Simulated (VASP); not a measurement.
A run of VASP 6.6.1:

POSCAR

```
KI
1.0
    0.0000000000      3.5445661619      3.5445661619
    3.5445661619      0.0000000000      3.5445661619
    3.5445661619      3.5445661619      0.0000000000
K I
1 1
Direct
    0.0000000000      0.0000000000      0.0000000000
    0.5000000000      0.5000000000      0.5000000000
```

The input INCAR.step1:

```
SYSTEM = KI
  PREC = Accurate
  ENCUT = 520
  ISMEAR = 0
  SIGMA = 0.01
  LREAL = .False.
  LASPH = .True.
  NELM = 100
  NBANDS = 15
  GGA = PE
  ALGO = Normal
  EDIFF = 1E-4
  LWAVE = .True.
  LCHARG = .False.
```

The input INCAR.step2:

```
SYSTEM = KI
  PREC = Accurate
  ENCUT = 520
  EDIFF = 1E-6
  ISMEAR = 0
  SIGMA = 0.01
  LREAL = .False.
  LASPH = .True.
  NELM = 100
  ALGO = Normal
  ISIF = 2
  LWAVE = .False.
  LCHARG = .True.
  METAGGA = R2SCAN
  LMIXTAU = .True.
  LELF = .True.
  LVHAR = .True.
  NBANDS = 15
  ISTART = 1
```

File KPOINTS:

```
Automatic mesh
0
Gamma
  6 6 6
  0 0 0
```

Potentials or basis: VASP PAW PBE potentials, release 64 (K_sv, I).

Command:

```sh
$ cat potpaw_PBE.64/K_sv/POTCAR potpaw_PBE.64/I/POTCAR > POTCAR
$ cp INCAR.step1 INCAR
$ mpirun -np 1 vasp_std > vasp.out
$ cp INCAR.step2 INCAR
$ mpirun -np 1 vasp_std > vasp.out
```

Hardware: 1 thread of Intel(R) Xeon(R) 6975P-C (Granite Rapids) (shared host).

Task: Estimate the wall time of this run.

Result: Run time: 61 s on 1 thread of Intel(R) Xeon(R) 6975P-C (Granite Rapids) (shared host), peak memory 0.26 GiB. Counts: k points 16.
